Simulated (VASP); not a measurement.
# Si3BTe2 (P6/mmm) in VASP: single point with PBE

Aim: the single point of Si3BTe2 with PBE.

Everything below comes from runs of VASP 6.6.1. Logs are shortened: lines on timing, memory, paths and dates and some standing lists are left out, and cuts for length are marked.

## Step 1: The cell of the first run

It takes space group P6/mmm (No. 191, hexagonal). Conventional cell: a = 5.119 Å, b = 5.119 Å, c = 5.728 Å, α = 90.00°, β = 90.00°, γ = 120.00°. Within 3.4 Å of Si (site symmetry mmm) lie 4 Si at 2.56 Å and 4 Te at 3.22 Å. Within 3.9 Å of B (site symmetry 6/mmm) lie 6 Te at 2.96 Å and 12 Si at 3.84 Å. Within 3.9 Å of Te (site symmetry -6m2) lie 3 B at 2.96 Å and 3 Te at 2.96 Å and 6 Si at 3.22 Å.

The cell was generated, and may not be a known phase.

## Step 2: Single point, PBE

Contents of INCAR:

```
PREC     = Accurate       # precision mode
ENCUT    = 520            # plane-wave cutoff, eV
EDIFF    = 1E-7           # SCF threshold, eV
ISMEAR   = 0              # smearing method
SIGMA    = 0.1            # smearing width, eV
LREAL    = False          # projectors in reciprocal space
LASPH    = True           # aspherical terms in the spheres
NELM     = 100            # most SCF steps
ALGO     = Fast           # electronic algorithm
ISIF     = 2              # what is computed and relaxed
LWAVE    = False          # write WAVECAR
LCHARG   = False          # write CHGCAR
GGA      = PE             # functional
NBANDS   = 22             # bands
```

Contents of KPOINTS:

```
regular mesh
0
Gamma
  12 12 8
```

Contents of POSCAR:

```
Si3BTe2
1.0
    5.1186874816      0.0000000000      0.0000000000
   -2.5593437408      4.4329133931      0.0000000000
    0.0000000000      0.0000000000      5.7278589005
Si B Te
3 1 2
Direct
    0.5000000000      0.0000000000      0.5000000000
    0.5000000000      0.5000000000      0.5000000000
    0.0000000000      0.5000000000      0.5000000000
    0.0000000000      0.0000000000      0.0000000000
    0.3333333333      0.6666666667      0.0000000000
    0.6666666667      0.3333333333      0.0000000000
```

Potentials or basis: VASP PAW PBE potentials, release 64 (Si, B, Te).

The run is started by

```
> cat potpaw_PBE.64/Si/POTCAR potpaw_PBE.64/B/POTCAR potpaw_PBE.64/Te/POTCAR > POTCAR
> mpirun -np 1 vasp_std > vasp.out
```

OUTCAR:

```text
PREC = Accurate
   ENCUT = 520
   EDIFF = 1E-7
   ISMEAR = 0
   LREAL = False
   LASPH = True
   NELM = 100
   ISIF = 2
   GGA = PE

 ion  position               nearest neighbor table
   1  0.500  0.000  0.500-   2 2.56   3 2.56   2 2.56   3 2.56   5 3.22   6 3.22   5 3.22   6 3.22

   2  0.500  0.500  0.500-   3 2.56   3 2.56   1 2.56   1 2.56   5 3.22   6 3.22   5 3.22   6 3.22

   3  0.000  0.500  0.500-   2 2.56   2 2.56   1 2.56   1 2.56   5 3.22   6 3.22   5 3.22   6 3.22

   4  0.000  0.000  0.000-
   5  0.333  0.667  0.000-   6 2.96   6 2.96   6 2.96   3 3.22   3 3.22   1 3.22   1 3.22   2 3.22
                             2 3.22
   6  0.667  0.333  0.000-   5 2.96   5 2.96   5 2.96   3 3.22   3 3.22   1 3.22   1 3.22   2 3.22
                             2 3.22

  LATTYP: Found a hexagonal cell.
 ALAT       =     5.1186874816
 C/A-ratio  =     1.1190093009

  Lattice vectors:

 A1 = (   5.1186874816,   0.0000000000,   0.0000000000)
 A2 = (  -2.5593437408,   4.4329133931,   0.0000000000)
 A3 = (   0.0000000000,   0.0000000000,   5.7278589005)

Analysis of symmetry for initial positions (statically):
=====================================================================
 Subroutine PRICEL returns:
 Original cell was already a primitive cell.

 Routine SETGRP: Setting up the symmetry group for a
 hexagonal supercell.

 Subroutine GETGRP returns: Found 24 space group operations
 (whereof 24 operations were pure point group operations)
 out of a pool of 24 trial point group operations.

The static configuration has the point symmetry D_6h.

Analysis of symmetry for dynamics (positions and initial velocities):
=====================================================================
 Subroutine PRICEL returns:
 Original cell was already a primitive cell.

 Routine SETGRP: Setting up the symmetry group for a
 hexagonal supercell.

 Subroutine GETGRP returns: Found 24 space group operations
 (whereof 24 operations were pure point group operations)
 out of a pool of 24 trial point group operations.

The dynamic configuration has the point symmetry D_6h.

 Subroutine INISYM returns: Found 24 space group operations
 (whereof 24 operations are pure point group operations),
 and found     1 'primitive' translations

[... 98 lines left out ...]
   LSORBIT =      F    spin-orbit coupling
   LASPH  =      T    aspherical Exc in radial PAW
   ENCUT  =  520.0 eV  38.22 Ry    6.18 a.u.   9.52  9.52 10.65*2*pi/ulx,y,z
   NELM   =    100;   NELMIN=  2; NELMDL= -5     # of ELM steps
   EDIFF  = 0.1E-06   stopping-criterion for ELM
   LREAL  =      F    real-space projection
   EDIFFG = 0.1E-05   stopping-criterion for IOM
   NSW    =      0    number of steps for IOM
   IBRION =     -1    ionic relax: 0-MD 1-quasi-New 2-CG
   NFREE  =      0    steps in history (QN), initial steepest desc. (CG)
   ISIF   =      2    stress and relaxation
   ISYM   =      2    0-nonsym 1-usesym 2-fastsym
   POTIM  = 0.5000    time-step for ionic-motion
   TEBEG  =    0.0;   TEEND  =   0.0 temperature during run
   PSTRESS=    0.0 pullay stress
   NELECT =      27.0000    total number of electrons
   NUPDOWN=      -1.0000    fix difference up-down
   EMIN   =  10.00;   EMAX   =-10.00  energy-range for DOS
   EFERMI =   0.00;   METHOD = LEGACY
   ISMEAR =     0;   SIGMA  =   0.10  broadening in eV -4-tet -1-fermi 0-gaus
   EFERMI_NEDOS =   21; number of points for ismear=-14 and -15
   IALGO  =     68    algorithm
   IMIX   =      4    mixing-type and parameters
     AMIX     =   0.40;   BMIX     =  1.00
     AMIX_MAG =   1.60;   BMIX_MAG =  1.00
  volume/ion in A,a.u.               =      21.66       146.18
  Fermi-wavevector in a.u.,A,eV,Ry     =   0.969578  1.832237 12.790582  0.940081
  Thomas-Fermi vector in A             =   2.099642
   LORBIT       =      0    0 simple, 1 ext, 2 COOP (PROOUT), +10 PAW based schemes
   GGA     = PE    functional components
   LHFCALC =     F    Hartree Fock is set to
   AEXX    =    0.0000 exact exchange contribution
   IVDW    =     0    specifies the selected vdW correction
   LEPSILON=     F    determine dielectric tensor
   LRPA    =     F    only Hartree local field effects (RPA)
 non-spin polarized calculation
 RMM-DIIS sequential band-by-band and
 Gauss-broadening in eV      SIGMA  =   0.10
  energy-cutoff  :      520.00
  volume of cell :      129.97
 maximum number of plane-waves:      3537
 NGX is ok and might be reduce to    40
   NGX = 19   NGY = 19   NGZ = 21

 number of electron      27.0000002 magnetization

 Free energy of the ion-electron system (eV)
  ---------------------------------------------------
  ext. energy  EPLUGINS =         0.00000000
  ---------------------------------------------------
  free energy    TOTEN  =       -22.02809197 eV

  energy without entropy =      -22.01171652  energy(sigma->0) =      -22.01990425

 E-fermi :   6.7372     XC(G=0):  -9.8019

 val. band max:        6.7369235104   @ k =   0.4167   0.0000   0.2500
 cond. band min:       6.7559050987   @ k =   0.4167   0.0000   0.3750
 fundamental gap:      0.0189815883
 Fermi energy:         6.7372373151

 k-point     1 :       0.0000    0.0000    0.0000
  band No.  band energies     occupation
      1      -7.4772      2.00000
      2      -3.3947      2.00000
      3      -2.8556      2.00000
      4       0.2595      2.00000
      5       0.9582      2.00000
      6       0.9582      2.00000
[... 589 lines left out ...]
     21       9.9057      0.00000
     22      11.5391      0.00000

 [... further k-points ...]
[... 5 lines left out ...]
  --------------------------------------------------------------------------------------
  -------------------------------------------------------------------------------------
  Total       -0.0002972     -0.0002972     -0.0077143     -0.0000000      0.0000000     -0.0000000
  in kB       -0.0036639     -0.0036639     -0.0950975     -0.0000000      0.0000000     -0.0000000
  external PRESSURE =      -0.0341418 kB  Pullay stress =       0.0000000 kB

 VOLUME and BASIS-vectors are now :
 -----------------------------------------------------------------------------
  energy-cutoff  :      520.00
  volume of cell :      129.97
      direct lattice vectors                 reciprocal lattice vectors
     5.118687482  0.000000000  0.000000000     0.195362581  0.112792639  0.000000000
    -2.559343741  4.432913393  0.000000000     0.000000000  0.225585278  0.000000000
     0.000000000  0.000000000  5.727858901     0.000000000  0.000000000  0.174585306

 POSITION                                       TOTAL-FORCE (eV/Angst)
 -----------------------------------------------------------------------------------
      2.55934      0.00000      2.86393         0.000000      0.000000     -0.000000
      1.27967      2.21646      2.86393         0.000000      0.000000     -0.000000
     -1.27967      2.21646      2.86393         0.000000      0.000000     -0.000000
      0.00000      0.00000      0.00000         0.000000      0.000000     -0.000000
     -0.00000      2.95528      0.00000        -0.000000     -0.000000     -0.000000
      2.55934      1.47764      0.00000         0.000000      0.000000      0.000000
 -----------------------------------------------------------------------------------
    total drift:                               -0.000000     -0.000000      0.000000

  FREE ENERGIE OF THE ION-ELECTRON SYSTEM (eV)
  ---------------------------------------------------
  free  energy   TOTEN  =       -22.0280919693 eV

  energy  without entropy=      -22.0117165220  energy(sigma->0) =      -22.01990425
```

OSZICAR:

```text
N       E                     dE             d eps       ncg     rms          rms(c)
DAV:   1     0.782294243884E+02    0.78229E+02   -0.10208E+04  4180   0.100E+03
DAV:   2    -0.165064742838E+02   -0.94736E+02   -0.90491E+02  5264   0.147E+02
DAV:   3    -0.225691564783E+02   -0.60627E+01   -0.58887E+01  5280   0.354E+01
DAV:   4    -0.227035748284E+02   -0.13442E+00   -0.13398E+00  5346   0.591E+00
DAV:   5    -0.227068880880E+02   -0.33133E-02   -0.33123E-02  5570   0.946E-01    0.140E+01
RMM:   6    -0.220790750264E+02    0.62781E+00   -0.10656E+00  4370   0.299E+00    0.100E+01
RMM:   7    -0.220401044471E+02    0.38971E-01   -0.14576E-01  4540   0.164E+00    0.539E+00
RMM:   8    -0.220292414408E+02    0.10863E-01   -0.76563E-02  4639   0.115E+00    0.355E-01
RMM:   9    -0.220281196093E+02    0.11218E-02   -0.12674E-02  4913   0.590E-01    0.299E-01
RMM:  10    -0.220280339684E+02    0.85641E-04   -0.32737E-03  4913   0.321E-01    0.555E-02
RMM:  11    -0.220280733413E+02   -0.39373E-04   -0.89472E-04  5213   0.158E-01    0.725E-02
RMM:  12    -0.220280871210E+02   -0.13780E-04   -0.19882E-04  5154   0.813E-02    0.155E-02
RMM:  13    -0.220280916849E+02   -0.45639E-05   -0.61363E-05  5309   0.392E-02    0.163E-02
RMM:  14    -0.220280920353E+02   -0.35032E-06   -0.12386E-05  5227   0.183E-02    0.890E-03
RMM:  15    -0.220280915706E+02    0.46462E-06   -0.29462E-06  4755   0.889E-03    0.656E-03
RMM:  16    -0.220280919651E+02   -0.39446E-06   -0.90763E-07  4167   0.443E-03    0.468E-03
RMM:  17    -0.220280919693E+02   -0.41707E-08   -0.22167E-07  3153   0.224E-03
   1 F= -.22028092E+02 E0= -.22019904E+02  d E =-.163754E-01
```

stdout:

```text
POSCAR found type information on POSCAR SiB Te
 POSCAR found :  3 types and       6 ions
 scaLAPACK will be used
 LDA part: xc-table for (Slater+PW92), standard interpolation
 POSCAR, INCAR and KPOINTS ok, starting setup
 FFT: planning ... GRIDC
 FFT: planning ... GRID_SOFT
 FFT: planning ... GRID
 WAVECAR not read
 entering main loop
WARNING in EDDRMM: call to ZHEGV failed, returncode =   8  4     22
```

Wall time 7.7 min (1 thread of Oxide Virtual Turin-like, shared host); peak memory 0.4 GiB.

Results:

```
Free energy            : -22.0281 eV
Pressure               : 0.0 GPa
Band gap on the k mesh : zero (an odd number of electrons rules out a gap without spin polarisation)
```

Levels at points of the mesh, in eV from the Fermi level:
```tsv
k point	band 9	band 10	band 11	band 12	band 13	band 14	band 15	band 16	band 17	band 18
(0.00, 0.00, 0.00)	-3.41	-3.41	-2.93	-2.93	-1.71	-1.18	-1.18	0.90	0.90	1.37
(0.50, 0.00, 0.00)	-4.00	-3.06	-0.75	-0.56	0.07	0.35	0.51	1.24	1.91	2.66
(0.00, 0.00, 0.50)	-4.44	-2.94	-2.83	-2.83	-2.22	-2.22	-1.99	0.68	0.85	3.17
(0.50, 0.00, 0.50)	-1.87	-0.99	-0.94	-0.91	-0.20	0.29	1.27	1.37	1.37	1.37
```

Caveat: spin-orbit coupling is left out, which moves the levels of the heavy elements; an odd number of electrons without spin polarisation forces a metal; a magnetic or distorted state may lie lower.
